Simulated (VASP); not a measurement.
Sn, 2 atoms in the cell. The typed cell holds 2 atoms: a = 4.647 Å, b = 4.677 Å, c = 4.695 Å, α = 97.27°, β = 97.64°, γ = 137.84°.  This cell differs from its parent crystal: atoms moved at random and the cell strained at random.

- Program: VASP 6.6.1
- Task: single point
- Functional: PBE
- Potentials or basis: VASP PAW PBE potentials, release 64 (Sn_d)
- Cutoff: 520 eV
- k mesh: 12 × 12 × 8
- Occupations: gaussian, width 0.1 eV
- Spin: no spin polarisation
- Dipole correction: no
- Further INCAR settings: ALGO = Normal; EDIFF = 1e-06; NBANDS = 21

Potentials or basis: VASP PAW PBE potentials, release 64 (Sn_d).

The run is started by

```console
$ cat potpaw_PBE.64/Sn_d/POTCAR > POTCAR
$ mpirun -np 1 vasp_std > vasp.out
```

Hardware: 1 thread of Intel(R) Xeon(R) 6975P-C (Granite Rapids) (shared host).

Question: How long does it take, and how much memory?

Answer: Wall time 4.3 min on 1 thread of Intel(R) Xeon(R) 6975P-C (Granite Rapids), on a shared host, peak memory 0.68 GiB. Counts: scf iterations 10, k points 580.
